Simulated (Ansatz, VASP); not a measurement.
**One calculation of Be2CdO3, two programs**

```
Be Cd O
1.0
     2.80621    0.00000    0.00000
    -1.40311    2.43025    0.00000
     0.00000    0.00000    7.37641
Be Cd O
2 1 3
Direct
  0.33333 0.66667 0.14296
  0.66667 0.33333 0.85704
  0.00000 0.00000 0.50000
  0.33333 0.66667 0.72700
  0.66667 0.33333 0.27300
  0.00000 0.00000 0.00000
```

Change from the starting cell: species swapped into the NaFe2O3 type (P-3m1, No. 164).

Alike in both runs: functional PBE; k mesh 5 × 5 × 2; occupations gaussian, width 0.15 eV; no spin polarisation.

Ansatz relaxed the structure, and its values are those at the end. VASP's run is a single point on that final structure, the one shown.

|  | VASP | Ansatz |
| --- | --- | --- |
| version | VASP 6.6.1 | Ansatz 0.2.0 |
| potentials or method | VASP PAW PBE potentials, release 64 (Be, Cd, O), cutoff 600 eV | scalar-relativistic, plane waves, PAW |
| valence electrons in the cell | 34 | 42 |

VASP gave:

```
gap on the k mesh at the Fermi level (eV) : 1.59
least direct gap on the mesh (eV)         : 2.13
pressure (GPa)                            : 0.8
rms of the force components (eV/Å)        : 0.035
```

Problem. Which values does Ansatz return?

Solution. gap on the k mesh at the Fermi level (eV): 1.61; least direct gap on the mesh (eV): 2.15; pressure (GPa): -0.1; rms of the force components (eV/Å): 0.004.

VASP's potentials hold 34 valence electrons a cell and Ansatz's 42, so a difference there can come from the potentials and not from the codes.

The k mesh is coarse, so the values compare programs but aren't converged.
